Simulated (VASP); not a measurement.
Here is a VASP 6.6.1 calculation.

File INCAR:

```
PREC     = Accurate       # precision mode
ENCUT    = 520            # plane-wave cutoff, eV
EDIFF    = 1E-6           # SCF threshold, eV
ISMEAR   = -1             # smearing method
SIGMA    = 0.02           # smearing width, eV
LREAL    = Auto         
LASPH    = True           # aspherical terms in the spheres
NELM     = 60             # most SCF steps
ALGO     = Normal         # electronic algorithm
ISIF     = 2              # what is computed and relaxed
LWAVE    = False          # write WAVECAR
LCHARG   = False          # write CHGCAR
GGA      = PE             # functional
IVDW     = 12             # dispersion correction
NBANDS   = 56             # bands
```

File KPOINTS:

```
regular mesh
0
Gamma
  1 1 1
```

The input POSCAR:

```
HCl
1.0
    7.9895700000      0.0000000000      0.0000000000
    0.0000000000      7.9895700000      0.0000000000
    0.0000000000      0.0000000000      7.9895700000
Cl H
10 10
Direct
    0.4411501495      0.1702970247      0.3759401319
    0.5510559392      0.7470614814      0.5369500486
    0.5680656155      0.4394979955      0.9678743662
    0.1071271670      0.9133908333      0.4998641979
    0.0692152394      0.5173119454      0.7024282909
    0.8894471167      0.8060634052      0.0573998350
    0.9247806828      0.2818049031      0.2713037122
    0.3241851564      0.7085112215      0.0749101641
    0.1554651877      0.1621864506      0.8965689017
    0.7742594407      0.1549770513      0.7141435647
    0.4907398020      0.2707655105      0.2539060300
    0.6065532939      0.9008995478      0.5036316097
    0.6705492286      0.3378279432      0.8906486832
    0.0595776744      1.0442739722      0.4289968046
    0.0219035568      0.5466752278      0.5458241182
    0.7809556710      0.8625620653      0.1489441860
    0.8283674841      0.2570100769      0.1218839061
    0.3432850579      0.8478303588      0.1530370220
    0.2166199182      0.0087614227      0.8709479985
    0.9014627821      0.1103939261      0.8129598965
```

Potentials or basis: VASP PAW PBE potentials, release 64 (Cl, H).

Launch:

```console
$ cat potpaw_PBE.64/Cl/POTCAR potpaw_PBE.64/H/POTCAR > POTCAR
$ mpirun -np 1 vasp_gam > vasp.out
```

Problem. Predict the pressure.

Solution. -0.4 GPa.

Problem. Estimate the largest force.

Solution. 2.948 eV/Å.

Problem. What does it give for the band gap on the k mesh?

Solution. 4.72 eV.

Problem. Estimate the dispersion energy per atom.

Solution. -0.061 eV.

Forces on the atoms (eV/Å):
```
Cl   0.217  0.485 -0.690
Cl   0.466  1.022 -0.255
Cl   0.297 -0.246  0.157
Cl   0.432 -1.193  0.617
Cl  -0.286  0.323 -1.099
Cl   1.534 -0.792 -1.367
Cl  -1.541 -0.314 -2.347
Cl  -0.147  0.226 -0.049
Cl   0.704 -1.212 -0.044
Cl   0.275 -0.269  0.401
H   -0.199 -0.411  0.536
H   -0.389 -1.078  0.293
H   -0.161 -0.026 -0.209
H   -0.470  1.136 -0.677
H    0.254 -0.160  1.030
H   -1.645  0.801  1.382
H    1.543  0.479  2.466
H   -0.044  0.048  0.196
H   -0.455  0.993  0.195
H   -0.385  0.189 -0.534
```

Caveat: the k points lie up to 0.79 Å⁻¹ apart.
